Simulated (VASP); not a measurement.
# AlN (P6_3mc) in VASP: notebook

AlN is run at these levels: PBE; tasks: single point.

Everything below comes from runs of VASP 6.6.1. Logs are shortened: lines on timing, memory, paths and dates and some standing lists are left out, and cuts for length are marked.

## Step 1: The cell of the first run

It takes space group P6_3mc (No. 186, hexagonal). The conventional cell has a = 3.113 Å, b = 3.113 Å, c = 4.981 Å, α = 90.00°, β = 90.00°, γ = 120.00°. Al (site symmetry 3m) has 4 N at 1.89 Å within 2.5 Å. Within 2.5 Å of N (site symmetry 3m) lie 4 Al at 1.89 Å.

## Step 2: Single point, PBE

The input, INCAR:

```
PREC = Accurate
ENCUT = 520
EDIFF = 1E-6
ISMEAR = 0
SIGMA = 0.022
LREAL = F
LASPH = T
NELM = 60
ALGO = Normal
ISIF = 2
LWAVE = F
LCHARG = T
GGA = PE
LELF = T
LVHAR = T
NBANDS = 16
```

The input, KPOINTS:

```
Automatic mesh
0
Gamma
  10 10 6
```

The input, POSCAR:

```
AlN
1.0
    3.1130000000      0.0000000000      0.0000000000
   -1.5565000000      2.6959370820      0.0000000000
    0.0000000000      0.0000000000      4.9810000000
Al N
2 2
Direct
    0.6666666667      0.3333333333      0.5000000000
    0.3333333333      0.6666666667      0.0000000000
    0.6666666667      0.3333333333      0.8800000000
    0.3333333333      0.6666666667      0.3800000000
```

Potentials or basis: VASP PAW PBE potentials, release 64 (Al, N).

The run is started by

```console
$ cat potpaw_PBE.64/Al/POTCAR potpaw_PBE.64/N/POTCAR > POTCAR
$ mpirun -np 1 vasp_std > vasp.out
```

OUTCAR:

```text
PREC = Accurate
   ENCUT = 520
   EDIFF = 1E-6
   ISMEAR = 0
   LREAL = F
   LASPH = T
   NELM = 60
   ISIF = 2
   GGA = PE

 ion  position               nearest neighbor table
   1  0.667  0.333  0.500-   3 1.89   4 1.89   4 1.89   4 1.89   2 3.07   2 3.07   2 3.07   2 3.07
                             2 3.07   2 3.07
   2  0.333  0.667  0.000-   4 1.89   3 1.89   3 1.89   3 1.89   1 3.07   1 3.07   1 3.07   1 3.07
                             1 3.07   1 3.07
   3  0.667  0.333  0.880-   1 1.89   2 1.89   2 1.89   2 1.89
   4  0.333  0.667  0.380-   2 1.89   1 1.89   1 1.89   1 1.89

  LATTYP: Found a hexagonal cell.
 ALAT       =     3.1130000000
 C/A-ratio  =     1.6000642467

  Lattice vectors:

 A1 = (   3.1130000000,   0.0000000000,   0.0000000000)
 A2 = (  -1.5565000000,   2.6959370820,   0.0000000000)
 A3 = (   0.0000000000,   0.0000000000,   4.9810000000)

Analysis of symmetry for initial positions (statically):
=====================================================================
 Subroutine PRICEL returns:
 Original cell was already a primitive cell.

 Routine SETGRP: Setting up the symmetry group for a
 hexagonal supercell.

 Subroutine GETGRP returns: Found 12 space group operations
 (whereof  6 operations were pure point group operations)
 out of a pool of 24 trial point group operations.

The static configuration has the point symmetry C_3v.
 The point group associated with its full space group is C_6v.

Analysis of symmetry for dynamics (positions and initial velocities):
=====================================================================
 Subroutine PRICEL returns:
 Original cell was already a primitive cell.

 Routine SETGRP: Setting up the symmetry group for a
 hexagonal supercell.

 Subroutine GETGRP returns: Found 12 space group operations
 (whereof  6 operations were pure point group operations)
 out of a pool of 24 trial point group operations.

The dynamic configuration has the point symmetry C_3v.
 The point group associated with its full space group is C_6v.

 Subroutine INISYM returns: Found 12 space group operations
 (whereof  6 operations are pure point group operations),
 and found     1 'primitive' translations

----------------------------------------------------------------------------------------

                                     Primitive cell

  volume of cell :      41.8028
[... 87 lines left out ...]
   ISPIN  =      1    spin polarized calculation?
   LNONCOLLINEAR =      F non collinear calculations
   LSORBIT =      F    spin-orbit coupling
   LASPH  =      T    aspherical Exc in radial PAW
   ENCUT  =  520.0 eV  38.22 Ry    6.18 a.u.   5.79  5.79  9.26*2*pi/ulx,y,z
   NELM   =     60;   NELMIN=  2; NELMDL= -5     # of ELM steps
   EDIFF  = 0.1E-05   stopping-criterion for ELM
   LREAL  =      F    real-space projection
[... 7 lines left out ...]
   TEBEG  =    0.0;   TEEND  =   0.0 temperature during run
   PSTRESS=    0.0 pullay stress
   NELECT =      16.0000    total number of electrons
   NUPDOWN=      -1.0000    fix difference up-down
   EMIN   =  10.00;   EMAX   =-10.00  energy-range for DOS
   EFERMI =   0.00;   METHOD = LEGACY
   ISMEAR =     0;   SIGMA  =   0.02  broadening in eV -4-tet -1-fermi 0-gaus
   EFERMI_NEDOS =   21; number of points for ismear=-14 and -15
   IALGO  =     38    algorithm
   IMIX   =      4    mixing-type and parameters
     AMIX     =   0.40;   BMIX     =  1.00
     AMIX_MAG =   1.60;   BMIX_MAG =  1.00
  volume/ion in A,a.u.               =      10.45        70.52
  Fermi-wavevector in a.u.,A,eV,Ry     =   1.188629  2.246183 19.222843  1.412839
  Thomas-Fermi vector in A             =   2.324754
   LORBIT       =      0    0 simple, 1 ext, 2 COOP (PROOUT), +10 PAW based schemes
   GGA     = PE    functional components
   LHFCALC =     F    Hartree Fock is set to
   AEXX    =    0.0000 exact exchange contribution
   IVDW    =     0    specifies the selected vdW correction
   LEPSILON=     F    determine dielectric tensor
   LRPA    =     F    only Hartree local field effects (RPA)
 non-spin polarized calculation
 Gauss-broadening in eV      SIGMA  =   0.02
  energy-cutoff  :      520.00
  volume of cell :       41.80
 maximum number of plane-waves:      1142
 NGX is ok and might be reduce to    24
   NGX = 11   NGY = 11   NGZ = 19

 number of electron      15.9999997 magnetization

 Free energy of the ion-electron system (eV)
  ---------------------------------------------------
  ext. energy  EPLUGINS =         0.00000000
  ---------------------------------------------------
  free energy    TOTEN  =       -29.77127407 eV

  energy without entropy =      -29.77127407  energy(sigma->0) =      -29.77127407

 E-fermi :   6.2806     XC(G=0): -10.9068

 val. band max:        6.1213404409   @ k =   0.0000   0.0000   0.0000
 cond. band min:      10.3450094939   @ k =   0.0000   0.0000   0.0000
 fundamental gap:      4.2236690530
 Fermi energy:         6.2806318121

 k-point     1 :       0.0000    0.0000    0.0000
  band No.  band energies     occupation
      1      -9.0374      2.00000
      2      -6.8891      2.00000
      3       0.1487      2.00000
      4       5.2898      2.00000
      5       5.2898      2.00000
      6       5.9418      2.00000
[... 433 lines left out ...]
      3       0.7425      2.00000
      4       1.7538      2.00000
      5       3.0734      2.00000
      6       3.8578      2.00000
[... 8 lines left out ...]
     15      18.7698      0.00000
     16      21.0507      0.00000

 [... further k-points ...]

------------------------ aborting loop because EDIFF is reached ----------------------------------------

  FORCE on cell =-STRESS in cart. coord.  units (eV):
  Direction    XX          YY          ZZ          XY          YZ          ZX
  --------------------------------------------------------------------------------------
  -------------------------------------------------------------------------------------
  Total        0.7604337      0.7604337      1.1933104      0.0000000      0.0000000      0.0000000
  in kB       29.1451671     29.1451671     45.7360430      0.0000000      0.0000000      0.0000000
  external PRESSURE =      34.6754591 kB  Pullay stress =       0.0000000 kB

 VOLUME and BASIS-vectors are now :
 -----------------------------------------------------------------------------
  energy-cutoff  :      520.00
  volume of cell :       41.80
      direct lattice vectors                 reciprocal lattice vectors
     3.113000000  0.000000000  0.000000000     0.321233537  0.185464269  0.000000000
    -1.556500000  2.695937082  0.000000000     0.000000000  0.370928538  0.000000000
     0.000000000  0.000000000  4.981000000     0.000000000  0.000000000  0.200762899

 POSITION                                       TOTAL-FORCE (eV/Angst)
 -----------------------------------------------------------------------------------
      1.55650      0.89865      2.49050        -0.000000      0.000000     -0.128901
     -0.00000      1.79729      0.00000        -0.000000     -0.000000     -0.128901
      1.55650      0.89865      4.38328        -0.000000      0.000000      0.128901
     -0.00000      1.79729      1.89278         0.000000     -0.000000      0.128901
 -----------------------------------------------------------------------------------
    total drift:                               -0.000000     -0.000000      0.000429

  FREE ENERGIE OF THE ION-ELECTRON SYSTEM (eV)
  ---------------------------------------------------
  free  energy   TOTEN  =       -29.7712740720 eV

  energy  without entropy=      -29.7712740720  energy(sigma->0) =      -29.77127407
```

OSZICAR:

```text
N       E                     dE             d eps       ncg     rms          rms(c)
DAV:   1     0.444984947693E+02    0.44498E+02   -0.73459E+03  1792   0.894E+02
DAV:   2    -0.308743315479E+02   -0.75373E+02   -0.69039E+02  2544   0.192E+02
DAV:   3    -0.344957045134E+02   -0.36214E+01   -0.36108E+01  2232   0.433E+01
DAV:   4    -0.345178860447E+02   -0.22182E-01   -0.22180E-01  2232   0.385E+00
DAV:   5    -0.345181748428E+02   -0.28880E-03   -0.28880E-03  2280   0.439E-01    0.122E+01
DAV:   6    -0.297590334100E+02    0.47591E+01   -0.10671E+01  2152   0.237E+01    0.416E+00
DAV:   7    -0.297831164661E+02   -0.24083E-01   -0.68071E-01  1920   0.580E+00    0.295E+00
DAV:   8    -0.297758548932E+02    0.72616E-02   -0.60938E-02  2016   0.227E+00    0.598E-01
DAV:   9    -0.297707275241E+02    0.51274E-02   -0.12407E-02  2368   0.823E-01    0.247E-01
DAV:  10    -0.297713547637E+02   -0.62724E-03   -0.23156E-03  1936   0.302E-01    0.134E-01
DAV:  11    -0.297712711475E+02    0.83616E-04   -0.18062E-04  2080   0.103E-01    0.330E-02
DAV:  12    -0.297712742358E+02   -0.30883E-05   -0.11659E-05  2040   0.272E-02    0.708E-03
DAV:  13    -0.297712740720E+02    0.16377E-06   -0.44219E-06  2040   0.163E-02
   1 F= -.29771274E+02 E0= -.29771274E+02  d E =-.352997E-27
```

It took 48 s on 1 thread of Intel Xeon 8259CL, shared host; peak memory 0.17 GiB.

What came out:

| Item | Value |
| --- | --- |
| Free energy | -29.7713 eV |
| Pressure | 3.5 GPa |
| Largest force | 0.129 eV/Å |
| Band gap on the k mesh | 4.22 eV |

Forces on the atoms (eV/Å):
```
Al   0.000  0.000 -0.129
Al   0.000  0.000 -0.129
N    0.000  0.000  0.129
N    0.000  0.000  0.129
```

Caveat: the cell stands under pressure.

## Step 3: Single point, PBE

The input, INCAR:

```
SYSTEM = AlN
  PREC = Accurate
  ENCUT = 520
  EDIFF = 1E-6
  ISMEAR = 0
  SIGMA = 0.023
  LREAL = .FALSE.
  LASPH = .TRUE.
  NELM = 100
  ALGO = Normal
  ISIF = 2
  LWAVE = .FALSE.
  LCHARG = .FALSE.
  GGA = PE
  NBANDS = 16
```

The input, KPOINTS:

```
Automatic mesh
0
G
  10 10 6
  0 0 0
```

POSCAR is that of step 2.

Potentials or basis: VASP PAW PBE potentials, release 64 (Al, N).

The run is started by

```console
$ cat potpaw_PBE.64/Al/POTCAR potpaw_PBE.64/N/POTCAR > POTCAR
$ mpirun -np 1 vasp_std > vasp.out
```

Run time: 44 s. Hardware: 1 thread of Intel Xeon 8259CL, shared host; peak memory 0.17 GiB.

It converged, with:

* Free energy: -29.7713 eV
* Pressure: 3.5 GPa
* Largest force: 0.129 eV/Å
* Band gap on the k mesh: 4.22 eV

Forces in eV/Å, atoms in the order of the input:
```
Al   0.000  0.000 -0.129
Al   0.000  0.000 -0.129
N    0.000  0.000  0.129
N    0.000  0.000  0.129
```

Stress tensor (GPa, compression positive):
```
2.91 0.00 0.00
0.00 2.91 0.00
0.00 0.00 4.57
```

Levels at points of the mesh, in eV from the valence-band top:
```csv
k point,band 5,band 6,band 7,band 8,band 9,band 10,band 11,band 12
"(0.00, 0.00, 0.00)",-0.83,-0.18,-0.18,0.00,4.22,6.66,10.62,11.17
"(0.50, 0.00, 0.00)",-3.33,-2.06,-1.77,-0.66,5.82,5.83,8.20,10.30
"(0.00, 0.00, 0.50)",-0.51,-0.51,-0.51,-0.51,6.47,6.47,10.34,10.34
"(0.50, 0.00, 0.50)",-1.43,-1.43,-1.35,-1.35,5.33,5.33,9.29,9.29
```

Caveat: the cell stands under pressure. A k mesh can miss the band edges.

## Step 4: Single point, PBE

The input, INCAR:

```
  PREC = Accurate
  ENCUT = 520
  EDIFF = 1E-6
  ISMEAR = 0
  SIGMA = 0.024
  LREAL = False
  LASPH = True
  NELM = 80
  ALGO = Normal
  ISIF = 2
  LWAVE = False
  LCHARG = True
  GGA = PE
  LELF = True
  LVHAR = True
  NBANDS = 16
```

The input, KPOINTS:

```
Automatic mesh
0
Gamma
  10 10 6
```

POSCAR is that of step 3.

The run is started by

```console
$ cat potpaw_PBE.64/Al/POTCAR potpaw_PBE.64/N/POTCAR > POTCAR
$ mpirun -np 1 vasp_std > vasp.out
```

Wall time 44 s (1 thread of Intel Xeon 8259CL, shared host); peak memory 0.17 GiB.

The run converged. Its results:

```yaml
Free_energy: -29.7713 eV
Pressure: 3.5 GPa
Largest_force: 0.129 eV/Å
Band_gap_on_the_k_mesh: 4.22 eV
```

Forces in eV/Å, atoms in the order of the input:
```
Al   0.000  0.000 -0.129
Al   0.000  0.000 -0.129
N    0.000  0.000  0.129
N    0.000  0.000  0.129
```

Stress tensor (GPa, compression positive):
```
2.91 0.00 0.00
0.00 2.91 0.00
0.00 0.00 4.57
```

Levels at points of the mesh, in eV from the valence-band top:
```tsv
k point	band 6	band 7	band 8	band 9	band 10	band 11
(0.00, 0.00, 0.00)	-0.18	-0.18	0.00	4.22	6.66	10.62
(0.50, 0.00, 0.00)	-2.06	-1.77	-0.66	5.82	5.83	8.20
(0.00, 0.00, 0.50)	-0.51	-0.51	-0.51	6.47	6.47	10.34
(0.50, 0.00, 0.50)	-1.43	-1.35	-1.35	5.33	5.33	9.29
```

Caveat: the cell stands under pressure. A k mesh can miss the band edges.

## Step 5: The runs side by side

```csv
smearing,gap on the mesh (eV),pressure (GPa),largest force (eV/Å)
gaussian 0.022 eV,4.22,3.5,0.13
gaussian 0.023 eV,4.22,3.5,0.13
gaussian 0.024 eV,4.22,3.5,0.13
```

Alike in all rows: task single point; level PBE; potentials or basis VASP PAW PBE potentials, release 64 (Al, N); no spin polarisation; cell as given; k mesh 10 × 10 × 6; cutoff (eV) 520.

Caveats: the cell stands under pressure.

Total energies depend on the potentials used, so only differences within one code and one set of settings carry meaning.
